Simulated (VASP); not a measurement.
# I (P-3m1) in VASP: single point with PBEsol

Aim: the single point of I with PBEsol.

Everything below comes from runs of VASP 6.6.1. Logs are shortened: lines on timing, memory, paths and dates and some standing lists are left out, and cuts for length are marked.

## 1. The cell of the first run

Symmetry: P-3m1, No. 164, trigonal system. The conventional cell has a = 4.341 Å, b = 4.341 Å, c = 11.072 Å, α = 90.00°, β = 90.00°, γ = 120.00°. I (site symmetry 3m) has 9 I at 4.34 to 4.37 Å within 5.7 Å.

## 2. Single point, PBEsol

INCAR

```
  ALGO = Normal
  EDIFF = 1E-6
  ENCUT = 520
  GGA = PS
  ISIF = 2
  ISMEAR = 1
  LASPH = True
  LCHARG = False
  LREAL = False
  LWAVE = False
  NBANDS = 14
  NELM = 80
  PREC = Accurate
  SIGMA = 0.1
```

KPOINTS

```
k-points
0
Gamma
  6 6 2
```

POSCAR

```
I
1.0
    4.3405850000      0.0000000000      0.0000000000
   -2.1702920000      3.7590570000      0.0000000000
    0.0000000000      0.0000000000     11.0718330000
I
2
Direct
    0.6666666667      0.3333333333      0.6616500000
    0.3333333333      0.6666666667      0.3383500000
```

Potentials or basis: VASP PAW PBE potentials, release 64 (I).

On the command line:

```bash
cat potpaw_PBE.64/I/POTCAR > POTCAR
mpirun -np 1 vasp_std > vasp.out
```

OUTCAR:

```text
EDIFF = 1E-6
   ENCUT = 520
   GGA = PS
   ISIF = 2
   ISMEAR = 1
   LASPH = True
   LREAL = False
   NELM = 80
   PREC = Accurate

 ion  position               nearest neighbor table
   1  0.667  0.333  0.662-
   2  0.333  0.667  0.338-

  LATTYP: Found a hexagonal cell.
 ALAT       =     4.3405850000
 C/A-ratio  =     2.5507697695

  Lattice vectors:

 A1 = (   4.3405850000,   0.0000000000,   0.0000000000)
 A2 = (  -2.1702920000,   3.7590570000,   0.0000000000)
 A3 = (   0.0000000000,   0.0000000000,  11.0718330000)

Analysis of symmetry for initial positions (statically):
=====================================================================
 Subroutine PRICEL returns:
 Original cell was already a primitive cell.

 Routine SETGRP: Setting up the symmetry group for a
 hexagonal supercell.

 Subroutine GETGRP returns: Found 12 space group operations
 (whereof 12 operations were pure point group operations)
 out of a pool of 24 trial point group operations.

The static configuration has the point symmetry D_3d.

Analysis of symmetry for dynamics (positions and initial velocities):
=====================================================================
 Subroutine PRICEL returns:
 Original cell was already a primitive cell.

 Routine SETGRP: Setting up the symmetry group for a
 hexagonal supercell.

 Subroutine GETGRP returns: Found 12 space group operations
 (whereof 12 operations were pure point group operations)
 out of a pool of 24 trial point group operations.

The dynamic configuration has the point symmetry D_3d.

 Subroutine INISYM returns: Found 12 space group operations
 (whereof 12 operations are pure point group operations),
 and found     1 'primitive' translations

----------------------------------------------------------------------------------------

                                     Primitive cell

  volume of cell :     180.6536

  direct lattice vectors                    reciprocal lattice vectors
     4.340585000  0.000000000  0.000000000     0.230383693  0.133012052  0.000000000
    -2.170292000  3.759057000  0.000000000     0.000000000  0.266024165  0.000000000
     0.000000000  0.000000000 11.071833000     0.000000000  0.000000000  0.090319281

  length of vectors
     4.340585000  4.340584856 11.071833000     0.266024156  0.266024165  0.090319281

  position of ions in fractional coordinates (direct lattice)
     0.666666667  0.333333333  0.661650000
     0.333333333  0.666666667  0.338350000

  ion indices of the primitive-cell ions
   primitive index   ion index
                 1           1
                 2           2

----------------------------------------------------------------------------------------

 KPOINTS: k-points

Automatic generation of k-mesh.
 Grid dimensions read from file:
 generate k-points for:    6    6    2

 Generating k-lattice:

  Cartesian coordinates                     Fractional coordinates (reciprocal lattice)
     0.038397282  0.022168675  0.000000000     0.166666667 -0.000000000  0.000000000
     0.000000000  0.044337361  0.000000000     0.000000000  0.166666667  0.000000000
     0.000000000  0.000000000  0.045159641     0.000000000  0.000000000  0.500000000

  Length of vectors
     0.044337359  0.044337361  0.045159641

  Shift w.r.t. Gamma in fractional coordinates (k-lattice)
     0.000000000  0.000000000  0.000000000

 Subroutine IBZKPT returns following result:
 ===========================================

 Found     14 irreducible k-points:

 Following reciprocal coordinates:
            Coordinates               Weight
  0.000000  0.000000  0.000000      1.000000
  0.166667  0.000000  0.000000      6.000000
  0.333333  0.000000  0.000000      6.000000
  0.500000  0.000000  0.000000      3.000000
  0.166667  0.166667  0.000000      6.000000
  0.333333  0.166667  0.000000     12.000000
  0.333333  0.333333  0.000000      2.000000
  0.000000  0.000000  0.500000      1.000000
  0.166667  0.000000  0.500000      6.000000
  0.333333  0.000000  0.500000      6.000000
  0.500000  0.000000  0.500000      3.000000
  0.166667  0.166667  0.500000      6.000000
  0.333333  0.166667  0.500000     12.000000
  0.333333  0.333333  0.500000      2.000000
   k-points           NKPTS =     14   k-points in BZ     NKDIM =     14   number of bands    NBANDS=     14
   number of dos      NEDOS =    301   number of ions     NIONS =      2
   total plane-waves  NPLWV =  86016
   dimension x,y,z NGX =    32 NGY =   32 NGZ =   84
   dimension x,y,z NGXF=    64 NGYF=   64 NGZF=  168
   ions per type =               2
   NGX,Y,Z   is equivalent  to a cutoff of  12.26, 12.26, 12.61 a.u.
   NGXF,Y,Z  is equivalent  to a cutoff of  24.51, 24.51, 25.23 a.u.
 SYSTEM =  unknown system
   PREC   = accura    normal or accurate (medium, high low for compatibility)
   ISTART =      0    job   : 0-new  1-cont  2-samecut
   ICHARG =      2    charge: 1-file 2-atom 10-const
   ISPIN  =      1    spin polarized calculation?
   LNONCOLLINEAR =      F non collinear calculations
   LSORBIT =      F    spin-orbit coupling
   LASPH  =      T    aspherical Exc in radial PAW
   ENCUT  =  520.0 eV  38.22 Ry    6.18 a.u.   8.07  8.07 20.59*2*pi/ulx,y,z
   NELM   =     80;   NELMIN=  2; NELMDL= -5     # of ELM steps
   EDIFF  = 0.1E-05   stopping-criterion for ELM
   LREAL  =      F    real-space projection
   EDIFFG = 0.1E-04   stopping-criterion for IOM
   NSW    =      0    number of steps for IOM
   IBRION =     -1    ionic relax: 0-MD 1-quasi-New 2-CG
   NFREE  =      0    steps in history (QN), initial steepest desc. (CG)
   ISIF   =      2    stress and relaxation
   ISYM   =      2    0-nonsym 1-usesym 2-fastsym
   POTIM  = 0.5000    time-step for ionic-motion
   TEBEG  =    0.0;   TEEND  =   0.0 temperature during run
   PSTRESS=    0.0 pullay stress
   NELECT =      14.0000    total number of electrons
   NUPDOWN=      -1.0000    fix difference up-down
   EMIN   =  10.00;   EMAX   =-10.00  energy-range for DOS
   EFERMI =   0.00;   METHOD = LEGACY
   ISMEAR =     1;   SIGMA  =   0.10  broadening in eV -4-tet -1-fermi 0-gaus
   EFERMI_NEDOS =   21; number of points for ismear=-14 and -15
   IALGO  =     38    algorithm
   IMIX   =      4    mixing-type and parameters
     AMIX     =   0.40;   BMIX     =  1.00
     AMIX_MAG =   1.60;   BMIX_MAG =  1.00
  volume/ion in A,a.u.               =      90.33       609.56
  Fermi-wavevector in a.u.,A,eV,Ry     =   0.697968  1.318968  6.628198  0.487159
  Thomas-Fermi vector in A             =   1.781441
   LORBIT       =      0    0 simple, 1 ext, 2 COOP (PROOUT), +10 PAW based schemes
   GGA     = PS    functional components
   LHFCALC =     F    Hartree Fock is set to
   AEXX    =    0.0000 exact exchange contribution
   IVDW    =     0    specifies the selected vdW correction
   LEPSILON=     F    determine dielectric tensor
   LRPA    =     F    only Hartree local field effects (RPA)
 non-spin polarized calculation
 Methfessel and Paxton  Order N= 1 SIGMA  =   0.10
  energy-cutoff  :      520.00
  volume of cell :      180.65
 maximum number of plane-waves:      4894
   NGX = 17   NGY = 17   NGZ = 41

 number of electron      14.0000001 magnetization

 Free energy of the ion-electron system (eV)
  ---------------------------------------------------
  ext. energy  EPLUGINS =         0.00000000
  ---------------------------------------------------
  free energy    TOTEN  =        -1.31518051 eV

  energy without entropy =       -1.30814969  energy(sigma->0) =       -1.31283690

 E-fermi :  -2.8448     XC(G=0):  -5.1237

 val. band max:       -2.8470539359   @ k =   0.1667   0.0000   0.5000
 cond. band min:      -2.8403113418   @ k =   0.1667   0.0000   0.0000
 fundamental gap:      0.0067425941
 Fermi energy:        -2.8448225225

 k-point     1 :       0.0000    0.0000    0.0000
  band No.  band energies     occupation
      1     -13.9958      2.00000
      2     -13.8277      2.00000
      3      -4.0842      2.00000
      4      -2.9968      2.05355
      5      -2.6004     -0.00296
      6      -2.6004     -0.00296
      7      -2.4749     -0.00000
      8      -2.4749     -0.00000
      9       2.5314      0.00000
     10       3.8005      0.00000
     11       4.2932      0.00000
     12       5.4789      0.00000
     13       6.8070      0.00000
     14       6.8140      0.00000

 k-point     2 :       0.1667    0.0000    0.0000
  band No.  band energies     occupation
      1     -13.9283      2.00000
      2     -13.7779      2.00000
      3      -3.9739      2.00000
      4      -3.2445      2.00000
      5      -2.9997      2.05091
      6      -2.8403      0.92373
      7      -2.7335     -0.06645
      8      -2.5615     -0.00046
      9       3.0395      0.00000
     10       4.4222      0.00000
     11       4.7267      0.00000
     12       5.3622      0.00000
     13       6.0412      0.00000
     14       6.4391      0.00000

 k-point     3 :       0.3333    0.0000    0.0000
  band No.  band energies     occupation
      1     -13.7805      2.00000
      2     -13.6801      2.00000
      3      -4.0985      2.00000
      4      -3.9841      2.00000
      5      -3.4579      2.00000
      6      -2.9650      2.07075
      7      -2.8746      1.47993
      8      -2.7376     -0.06217
      9       3.8890      0.00000
     10       4.2038      0.00000
     11       4.7633      0.00000
     12       4.9409      0.00000
     13       5.7655      0.00000
     14       6.9340      0.00000
[... 154 lines left out ...]
 k-point    13 :       0.3333    0.1667    0.5000
  band No.  band energies     occupation
      1     -13.6952      2.00000
      2     -13.6375      2.00000
      3      -4.2559      2.00000
      4      -4.1235      2.00000
      5      -3.4266      2.00000
      6      -3.2760      2.00000
      7      -3.0891      2.00297
      8      -2.8855      1.62920
      9       4.2220      0.00000
     10       4.5887      0.00000
     11       5.1668      0.00000
     12       5.2864      0.00000
     13       5.9693      0.00000
     14       6.4174      0.00000

 k-point    14 :       0.3333    0.3333    0.5000
  band No.  band energies     occupation
      1     -13.6339      2.00000
      2     -13.6339      2.00000
      3      -4.0106      2.00000
      4      -3.9534      2.00000
      5      -3.9534      2.00000
      6      -3.6670      2.00000
      7      -3.0072      2.04394
      8      -3.0072      2.04394
      9       4.6601      0.00000
     10       5.1173      0.00000
     11       5.1173      0.00000
     12       5.6404      0.00000
     13       6.2860      0.00000
     14       6.3488      0.00000

------------------------ aborting loop because EDIFF is reached ----------------------------------------

  FORCE on cell =-STRESS in cart. coord.  units (eV):
  Direction    XX          YY          ZZ          XY          YZ          ZX
  --------------------------------------------------------------------------------------
  -------------------------------------------------------------------------------------
  Total       -2.8371184     -2.8371186     -0.9969006     -0.0000004      0.0000000     -0.0000000
  in kB      -25.1617792    -25.1617808     -8.8412924     -0.0000033      0.0000000     -0.0000000
  external PRESSURE =     -19.7216175 kB  Pullay stress =       0.0000000 kB

 VOLUME and BASIS-vectors are now :
 -----------------------------------------------------------------------------
  energy-cutoff  :      520.00
  volume of cell :      180.65
      direct lattice vectors                 reciprocal lattice vectors
     4.340585000  0.000000000  0.000000000     0.230383693  0.133012052  0.000000000
    -2.170292000  3.759057000  0.000000000     0.000000000  0.266024165  0.000000000
     0.000000000  0.000000000 11.071833000     0.000000000  0.000000000  0.090319281

 POSITION                                       TOTAL-FORCE (eV/Angst)
 -----------------------------------------------------------------------------------
      2.17029      1.25302      7.32568        -0.000000      0.000000     -0.277320
      0.00000      2.50604      3.74615         0.000000     -0.000000      0.277320
 -----------------------------------------------------------------------------------
    total drift:                                0.000000     -0.000000     -0.000000

  FREE ENERGIE OF THE ION-ELECTRON SYSTEM (eV)
  ---------------------------------------------------
  free  energy   TOTEN  =        -1.3151805111 eV

  energy  without entropy=       -1.3081496903  energy(sigma->0) =       -1.31283690
```

Wall time 18 s (1 thread of Intel Xeon Platinum 8559C (Emerald Rapids), shared host); peak memory 0.28 GiB.

Results:

```
Free energy            : -1.3152 eV
Pressure               : -2.0 GPa
Largest force          : 0.277 eV/Å
Band gap on the k mesh : zero (band 7 reaches -2.47 eV, above the bottom of band 8 at -3.01 eV)
```

Forces on the atoms (eV/Å):
```
I    0.000  0.000 -0.277
I    0.000  0.000  0.277
```

Levels at points of the mesh, in eV from the Fermi level:
| k point | band 3 | band 4 | band 5 | band 6 | band 7 | band 8 | band 9 | band 10 | band 11 | band 12 |
| --- | --- | --- | --- | --- | --- | --- | --- | --- | --- | --- |
| (0.00, 0.00, 0.00) | -1.24 | -0.15 | 0.24 | 0.24 | 0.37 | 0.37 | 5.38 | 6.65 | 7.14 | 8.32 |
| (0.50, 0.00, 0.00) | -1.61 | -1.45 | -0.43 | -0.22 | -0.10 | 0.02 | 6.71 | 7.05 | 7.29 | 8.03 |
| (0.00, 0.00, 0.50) | -1.23 | -0.17 | 0.24 | 0.24 | 0.37 | 0.37 | 5.86 | 6.01 | 6.99 | 8.68 |
| (0.50, 0.00, 0.50) | -1.61 | -1.45 | -0.43 | -0.22 | -0.10 | 0.02 | 6.66 | 6.98 | 7.35 | 7.87 |

Caveat: the PAW data sets were made with another functional, which shifts forces and pressure a little; spin-orbit coupling is left out, which moves the levels of the heavy elements.
